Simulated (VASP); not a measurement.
A run of VASP 6.6.1 is set up as follows.

INCAR

```
SYSTEM = TiOs
ALGO = Normal ; EDIFF = 1E-7
EDIFFG = -0.01 ; ENCUT = 600
GGA = PS ; IBRION = 2
ISIF = 3 ; ISMEAR = -1
LASPH = .True. ; LCHARG = .False.
LREAL = .False. ; LWAVE = .False.
NELM = 80 ; NSW = 80
PREC = Accurate ; SIGMA = 0.05
```

Contents of KPOINTS:

```
k-points
0
Gamma
  13 13 13
  0 0 0
```

POSCAR

```
TiOs
1.0
    3.0800000000      0.0000000000      0.0000000000
    0.0000000000      3.0800000000      0.0000000000
    0.0000000000      0.0000000000      3.0800000000
Ti Os
1 1
Direct
    0.0000000000      0.0000000000      0.0000000000
    0.5000000000      0.5000000000      0.5000000000
```

Potentials or basis: VASP PAW PBE potentials, release 64 (Ti_sv, Os).

Command:

```bash
$ cat potpaw_PBE.64/Ti_sv/POTCAR potpaw_PBE.64/Os/POTCAR > POTCAR
$ mpirun -np 1 vasp_std > vasp.out
```

Q: Predict the relaxed volume.

A: 14.35 Å³/atom.

Q: Estimate the relaxed cell.

A: a = 3.062 Å, b = 3.062 Å, c = 3.062 Å, α = 90.00°, β = 90.00°, γ = 90.00°.

Final structure:
```yaml
crystal:
  lattice:
    - [3.06194, 0.00000, 0.00000]
    - [0.00000, 3.06194, 0.00000]
    - [0.00000, 0.00000, 3.06194]
  atoms:
    - { symbol: Ti, position: [0.00000, 0.00000, 0.00000] }
    - { symbol: Os, position: [0.50000, 0.50000, 0.50000] }
```

Caveat: the PAW data sets were made with another functional, which shifts forces and pressure a little.
